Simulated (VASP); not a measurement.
Here is a VASP 6.6.1 calculation.

POSCAR

```
SrTiO3
1.0
    3.9068514982      0.0000000000      0.0000000000
    0.0000000000      3.9068514982      0.0000000000
    0.0000000000      0.0000000000      3.9068514982
Sr Ti O
1 1 3
Direct
    0.5000000000      0.5000000000      0.5000000000
    0.0000000000      0.0000000000      0.0000000000
    0.5000000000      0.0000000000      0.0000000000
    0.0000000000      0.5000000000      0.0000000000
    0.0000000000      0.0000000000      0.5000000000
```

The input INCAR.step1:

```
SYSTEM = SrTiO3
PREC = Accurate ; ENCUT = 520
EDIFF = 1E-5 ; ISMEAR = 0
SIGMA = 0.01 ; LREAL = .FALSE.
LASPH = .TRUE. ; NELM = 60
ALGO = Normal ; ISIF = 2
LWAVE = .TRUE. ; LCHARG = .FALSE.
GGA = PE ; NBANDS = 28
```

INCAR.step2

```
SYSTEM = SrTiO3
PREC = Accurate ; ENCUT = 520
EDIFF = 1E-6 ; ISMEAR = 0
SIGMA = 0.01 ; LREAL = .FALSE.
LASPH = .TRUE. ; NELM = 60
ALGO = Normal ; ISIF = 2
LWAVE = .FALSE. ; LCHARG = .FALSE.
GGA = PE ; LHFCALC = .TRUE.
AEXX = 1.0 ; ALDAC = 0.0
AGGAC = 0.0 ; PRECFOCK = Fast
ISTART = 1 ; NBANDS = 28
```

KPOINTS

```
regular mesh
0
G
  4 4 4
  0 0 0
```

Potentials or basis: VASP PAW PBE potentials, release 64 (Sr_sv, Ti_sv, O).

The run is started by

```sh
$ cat potpaw_PBE.64/Sr_sv/POTCAR potpaw_PBE.64/Ti_sv/POTCAR potpaw_PBE.64/O/POTCAR > POTCAR
$ cp INCAR.step1 INCAR
$ mpirun -np 1 vasp_std > vasp.out
$ cp INCAR.step2 INCAR
$ mpirun -np 1 vasp_std > vasp.out
```

**Question.** Predict the band gap on the k mesh.

**Answer.** 12.26 eV (least direct gap 12.68 eV).

**Question.** Estimate the pressure.

**Answer.** 0.7 GPa.

Caveat: the PAW data sets were made with another functional, which shifts forces and pressure a little. A k mesh can miss the band edges.
